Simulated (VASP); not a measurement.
# Pt (P6_3/mmc) in VASP: a series of runs

The runs below take Pt through single point, relaxation of shape and atoms at fixed volume, relaxation of cell and atoms, with PBEsol.

All numbers are computed with VASP 6.6.1; they aren't measurements. Logs are shortened: lines on timing, memory, paths and dates and some standing lists are left out, and cuts for length are marked.

### 1 The cell of the first run

The structure is hexagonal, space group P6_3/mmc (No. 194). The conventional cell has a = 2.755 Å, b = 2.755 Å, c = 4.709 Å, α = 90.00°, β = 90.00°, γ = 120.00°. Pt (site symmetry -6m2) has 12 Pt at 2.75 to 2.84 Å within 3.6 Å.

### 2 Single point, PBEsol (volume scaled by 1.02, then relaxed in part)

File INCAR:

```
  PREC = Accurate
  ENCUT = 520
  EDIFF = 1E-7
  ISMEAR = -1
  SIGMA = 0.15
  LREAL = F
  LASPH = T
  NELM = 100
  ALGO = Fast
  ISIF = 2
  LWAVE = F
  LCHARG = F
  GGA = PS
  NBANDS = 17
```

File KPOINTS:

```
Automatic mesh
0
Gamma
  18 18 10
```

File POSCAR:

```
Pt
1.0
    2.7548989100      0.0000000000      0.0000000000
   -1.3774494550      2.3858124409      0.0000000000
    0.0000000000      0.0000000000      4.7085526260
Pt
2
Direct
    0.6666666667      0.3333333333      0.7500000000
    0.3333333333      0.6666666667      0.2500000000
```

Potentials or basis: VASP PAW PBE potentials, release 64 (Pt).

Launch:

```sh
cat potpaw_PBE.64/Pt/POTCAR > POTCAR
mpirun -np 1 vasp_std > vasp.out
```

OUTCAR:

```text
PREC = Accurate
   ENCUT = 520
   EDIFF = 1E-7
   ISMEAR = -1
   LREAL = F
   LASPH = T
   NELM = 100
   ISIF = 2
   GGA = PS

 ion  position               nearest neighbor table
   1  0.667  0.333  0.750-   2 2.84   2 2.84   2 2.84   2 2.84   2 2.84   2 2.84
   2  0.333  0.667  0.250-   1 2.84   1 2.84   1 2.84   1 2.84   1 2.84   1 2.84

  LATTYP: Found a hexagonal cell.
 ALAT       =     2.7548989100
 C/A-ratio  =     1.7091562267

  Lattice vectors:

 A1 = (   2.7548989100,   0.0000000000,   0.0000000000)
 A2 = (  -1.3774494550,   2.3858124409,   0.0000000000)
 A3 = (   0.0000000000,   0.0000000000,   4.7085526260)

Analysis of symmetry for initial positions (statically):
=====================================================================
 Subroutine PRICEL returns:
 Original cell was already a primitive cell.

 Routine SETGRP: Setting up the symmetry group for a
 hexagonal supercell.

 Subroutine GETGRP returns: Found 24 space group operations
 (whereof 12 operations were pure point group operations)
 out of a pool of 24 trial point group operations.

The static configuration has the point symmetry D_3d.
 The point group associated with its full space group is D_6h.

Analysis of symmetry for dynamics (positions and initial velocities):
=====================================================================
 Subroutine PRICEL returns:
 Original cell was already a primitive cell.

 Routine SETGRP: Setting up the symmetry group for a
 hexagonal supercell.

 Subroutine GETGRP returns: Found 24 space group operations
 (whereof 12 operations were pure point group operations)
 out of a pool of 24 trial point group operations.

The dynamic configuration has the point symmetry D_3d.
 The point group associated with its full space group is D_6h.

 Subroutine INISYM returns: Found 24 space group operations
 (whereof 12 operations are pure point group operations),
 and found     1 'primitive' translations

----------------------------------------------------------------------------------------

                                     Primitive cell

  volume of cell :      30.9478

  direct lattice vectors                    reciprocal lattice vectors
     2.754898910  0.000000000  0.000000000     0.362989726  0.209572216  0.000000000
    -1.377449455  2.385812441  0.000000000     0.000000000  0.419144432  0.000000000
     0.000000000  0.000000000  4.708552626     0.000000000  0.000000000  0.212379489

  length of vectors
     2.754898910  2.754898910  4.708552626     0.419144432  0.419144432  0.212379489

  position of ions in fractional coordinates (direct lattice)
     0.666666667  0.333333333  0.750000000
     0.333333333  0.666666667  0.250000000

  ion indices of the primitive-cell ions
   primitive index   ion index
                 1           1
                 2           2

----------------------------------------------------------------------------------------

 KPOINTS: Automatic mesh

Automatic generation of k-mesh.
 Grid dimensions read from file:
 generate k-points for:   18   18   10

 Generating k-lattice:

  Cartesian coordinates                     Fractional coordinates (reciprocal lattice)
     0.020166096  0.011642901  0.000000000     0.055555556  0.000000000  0.000000000
     0.000000000  0.023285802  0.000000000     0.000000000  0.055555556  0.000000000
     0.000000000  0.000000000  0.021237949     0.000000000  0.000000000  0.100000000

  Length of vectors
     0.023285802  0.023285802  0.021237949

  Shift w.r.t. Gamma in fractional coordinates (k-lattice)
     0.000000000  0.000000000  0.000000000

 Subroutine IBZKPT returns following result:
 ===========================================

 Found    222 irreducible k-points:

 Following reciprocal coordinates:
            Coordinates               Weight
  0.000000  0.000000  0.000000      1.000000
  0.055556 -0.000000  0.000000      6.000000
  0.111111 -0.000000  0.000000      6.000000
  0.166667  0.000000  0.000000      6.000000
  0.222222 -0.000000  0.000000      6.000000
  0.277778 -0.000000  0.000000      6.000000
[... 16 lines left out ...]
  0.333333  0.111111  0.000000     12.000000
  0.388889  0.111111  0.000000     12.000000
 [... further k-points ...]
   k-points           NKPTS =    222   k-points in BZ     NKDIM =    222   number of bands    NBANDS=     17
   number of dos      NEDOS =    301   number of ions     NIONS =      2
   total plane-waves  NPLWV =  14400
   dimension x,y,z NGX =    20 NGY =   20 NGZ =   36
   dimension x,y,z NGXF=    40 NGYF=   40 NGZF=   72
   ions per type =               2
   NGX,Y,Z   is equivalent  to a cutoff of  12.07, 12.07, 12.71 a.u.
   NGXF,Y,Z  is equivalent  to a cutoff of  24.14, 24.14, 25.42 a.u.
 SYSTEM =  unknown system
   PREC   = accura    normal or accurate (medium, high low for compatibility)
   ISTART =      0    job   : 0-new  1-cont  2-samecut
   ICHARG =      2    charge: 1-file 2-atom 10-const
   ISPIN  =      1    spin polarized calculation?
   LNONCOLLINEAR =      F non collinear calculations
   LSORBIT =      F    spin-orbit coupling
   LASPH  =      T    aspherical Exc in radial PAW
   ENCUT  =  520.0 eV  38.22 Ry    6.18 a.u.   5.12  5.12  8.75*2*pi/ulx,y,z
   NELM   =    100;   NELMIN=  2; NELMDL= -5     # of ELM steps
   EDIFF  = 0.1E-06   stopping-criterion for ELM
   LREAL  =      F    real-space projection
   EDIFFG = 0.1E-05   stopping-criterion for IOM
   NSW    =      0    number of steps for IOM
   IBRION =     -1    ionic relax: 0-MD 1-quasi-New 2-CG
   NFREE  =      0    steps in history (QN), initial steepest desc. (CG)
   ISIF   =      2    stress and relaxation
   ISYM   =      2    0-nonsym 1-usesym 2-fastsym
   POTIM  = 0.5000    time-step for ionic-motion
   TEBEG  =    0.0;   TEEND  =   0.0 temperature during run
   PSTRESS=    0.0 pullay stress
   NELECT =      20.0000    total number of electrons
   NUPDOWN=      -1.0000    fix difference up-down
   EMIN   =  10.00;   EMAX   =-10.00  energy-range for DOS
   EFERMI =   0.00;   METHOD = LEGACY
   ISMEAR =    -1;   SIGMA  =   0.15  broadening in eV -4-tet -1-fermi 0-gaus
   EFERMI_NEDOS =   21; number of points for ismear=-14 and -15
   IALGO  =     68    algorithm
   IMIX   =      4    mixing-type and parameters
     AMIX     =   0.40;   BMIX     =  1.00
     AMIX_MAG =   1.60;   BMIX_MAG =  1.00
  volume/ion in A,a.u.               =      15.47       104.42
  Fermi-wavevector in a.u.,A,eV,Ry     =   1.415386  2.674693 27.256807  2.003319
  Thomas-Fermi vector in A             =   2.536830
   LORBIT       =      0    0 simple, 1 ext, 2 COOP (PROOUT), +10 PAW based schemes
   GGA     = PS    functional components
   LHFCALC =     F    Hartree Fock is set to
   AEXX    =    0.0000 exact exchange contribution
   IVDW    =     0    specifies the selected vdW correction
   LEPSILON=     F    determine dielectric tensor
   LRPA    =     F    only Hartree local field effects (RPA)
 non-spin polarized calculation
 RMM-DIIS sequential band-by-band and
  energy-cutoff  :      520.00
  volume of cell :       30.95
 maximum number of plane-waves:       849
   NGX = 11   NGY = 11   NGZ = 17

 number of electron      19.9999998 magnetization

 Free energy of the ion-electron system (eV)
  ---------------------------------------------------
  ext. energy  EPLUGINS =         0.00000000
  ---------------------------------------------------
  free energy    TOTEN  =       -13.91500178 eV

  energy without entropy =      -13.67803978  energy(sigma->0) =      -13.79652078

 E-fermi :  10.6124     XC(G=0): -13.4733

 val. band max:       10.6044749287   @ k =   0.3889   0.2222   0.3000
 cond. band min:      10.6128957601   @ k =   0.0556  -0.0000   0.2000
 fundamental gap:      0.0084208313
 Fermi energy:        10.6123852997

 k-point     1 :       0.0000    0.0000    0.0000
  band No.  band energies     occupation
      1       0.5972      2.00000
      2       3.3501      2.00000
      3       6.6116      2.00000
      4       7.0644      2.00000
      5       7.0644      2.00000
      6       7.4697      2.00000
[... 9 lines left out ...]
     16      27.8972      0.00000
     17      31.5872      0.00000

 k-point     2 :       0.0556   -0.0000    0.0000
  band No.  band energies     occupation
      1       0.7101      2.00000
      2       3.4534      2.00000
      3       6.5862      2.00000
      4       7.0727      2.00000
      5       7.1513      2.00000
      6       7.4131      2.00000
[... 9 lines left out ...]
     16      28.0486      0.00000
     17      30.9086      0.00000

 k-point     3 :       0.1111   -0.0000    0.0000
  band No.  band energies     occupation
      1       1.0404      2.00000
      2       3.7450      2.00000
      3       6.4663      2.00000
      4       7.1187      2.00000
      5       7.3141      2.00000
      6       7.4080      2.00000
[... 9 lines left out ...]
     16      28.2158      0.00000
     17      29.8609      0.00000

 k-point     4 :       0.1667    0.0000    0.0000
  band No.  band energies     occupation
      1       1.5612      2.00000
      2       4.1537      2.00000
      3       6.2873      2.00000
      4       6.9622      2.00000
      5       7.1266      2.00000
      6       7.5238      2.00000
[... 9 lines left out ...]
     16      28.1618      0.00000
     17      28.4598      0.00000

 k-point     5 :       0.2222   -0.0000    0.0000
  band No.  band energies     occupation
      1       2.2181      2.00000
      2       4.5007      2.00000
      3       6.2366      2.00000
      4       6.4126      2.00000
      5       6.7608      2.00000
      6       7.9491      2.00000
[... 9 lines left out ...]
     16      27.1577      0.00000
     17      28.9504      0.00000

 k-point     6 :       0.2778   -0.0000    0.0000
  band No.  band energies     occupation
      1       2.9121      2.00000
      2       4.5633      2.00000
      3       5.8095      2.00000
      4       6.4289      2.00000
      5       6.7495      2.00000
      6       7.7228      2.00000
[... 9 lines left out ...]
     16      26.2285      0.00000
     17      28.5609      0.00000

 k-point     7 :       0.3333   -0.0000    0.0000
  band No.  band energies     occupation
      1       3.4929      2.00000
      2       4.4141      2.00000
      3       5.3304      2.00000
      4       6.6117      2.00000
      5       7.1487      2.00000
      6       7.5047      2.00000
[... 9 lines left out ...]
     16      25.3897      0.00000
     17      26.0633      0.00000

 k-point     8 :       0.3889   -0.0000    0.0000
  band No.  band energies     occupation
      1       3.8370      2.00000
      2       4.2325      2.00000
      3       4.9830      2.00000
      4       6.9435      2.00000
      5       7.3167      2.00000
      6       7.3768      2.00000
[... 9 lines left out ...]
     16      23.5897      0.00000
     17      24.6968      0.00000
[... 203 lines left out ...]
      1       1.8660      2.00000
      2       4.4093      2.00000
      3       6.1027      2.00000
      4       6.8554      2.00000
      5       6.9567      2.00000
      6       7.4524      2.00000
[... 9 lines left out ...]
     16      28.1202      0.00000
     17      28.3059      0.00000

 k-point    20 :       0.1667    0.1111    0.0000
  band No.  band energies     occupation
      1       2.5148      2.00000
      2       4.8030      2.00000
      3       5.9212      2.00000
      4       6.2719      2.00000
      5       6.8057      2.00000
      6       7.4462      2.00000
[... 9 lines left out ...]
     16      27.3164      0.00000
     17      28.7120      0.00000

 k-point    21 :       0.2222    0.1111    0.0000
  band No.  band energies     occupation
      1       3.2182      2.00000
      2       4.9028      2.00000
      3       5.7535      2.00000
      4       6.0222      2.00000
      5       6.7936      2.00000
      6       7.2241      2.00000
[... 9 lines left out ...]
     16      26.4403      0.00000
     17      28.6882      0.00000

 k-point    22 :       0.2778    0.1111    0.0000
  band No.  band energies     occupation
      1       3.8262      2.00000
      2       4.7331      2.00000
      3       5.3312      2.00000
      4       6.3203      2.00000
      5       7.0505      2.00000
      6       7.0752      2.00000
[... 9 lines left out ...]
     16      25.6875      0.00000
     17      26.5183      0.00000

 k-point    23 :       0.3333    0.1111    0.0000
  band No.  band energies     occupation
      1       4.1895      2.00000
      2       4.5377      2.00000
      3       5.0208      2.00000
      4       6.7271      2.00000
      5       7.0057      2.00000
      6       7.4090      2.00000
[... 9 lines left out ...]
     16      24.4552      0.00000
     17      25.0503      0.00000

 k-point    24 :       0.3889    0.1111    0.0000
  band No.  band energies     occupation
      1       4.3205      2.00000
      2       4.4111      2.00000
      3       4.8314      2.00000
      4       7.0180      2.00000
      5       7.1784      2.00000
      6       7.2789      2.00000
[... 9 lines left out ...]
     16      22.8833      0.00000
     17      24.5454      0.00000

 [... further k-points ...]
[... 5 lines left out ...]
  --------------------------------------------------------------------------------------
  -------------------------------------------------------------------------------------
  Total       -1.0640939     -1.0640939     -1.0870388      0.0000000      0.0000000      0.0000000
  in kB      -55.0885265    -55.0885265    -56.2763923      0.0000000      0.0000000      0.0000000
  external PRESSURE =     -55.4844817 kB  Pullay stress =       0.0000000 kB

 VOLUME and BASIS-vectors are now :
 -----------------------------------------------------------------------------
  energy-cutoff  :      520.00
  volume of cell :       30.95
      direct lattice vectors                 reciprocal lattice vectors
     2.754898910  0.000000000  0.000000000     0.362989726  0.209572216  0.000000000
    -1.377449455  2.385812441  0.000000000     0.000000000  0.419144432  0.000000000
     0.000000000  0.000000000  4.708552626     0.000000000  0.000000000  0.212379489

 POSITION                                       TOTAL-FORCE (eV/Angst)
 -----------------------------------------------------------------------------------
      1.37745      0.79527      3.53141        -0.000000     -0.000000      0.000000
     -0.00000      1.59054      1.17714         0.000000      0.000000      0.000000
 -----------------------------------------------------------------------------------
    total drift:                                0.000000     -0.000000      0.000000

  FREE ENERGIE OF THE ION-ELECTRON SYSTEM (eV)
  ---------------------------------------------------
  free  energy   TOTEN  =       -13.9150017846 eV

  energy  without entropy=      -13.6780397846  energy(sigma->0) =      -13.79652078
```

Run time: 73 s. Hardware: 1 thread of Intel Xeon 6975P-C, shared host; peak memory 0.21 GiB.

What came out:

- Free energy: -13.9150 eV
- Pressure: -5.5 GPa
- Band gap on the k mesh: zero (band 10 reaches 11.06 eV, above the bottom of band 11 at 9.74 eV)

Caveat: the PAW data sets were made with another functional, which shifts forces and pressure a little; spin-orbit coupling is left out, which moves the levels of the heavy elements.

(Part 1 of 3 ends here.)
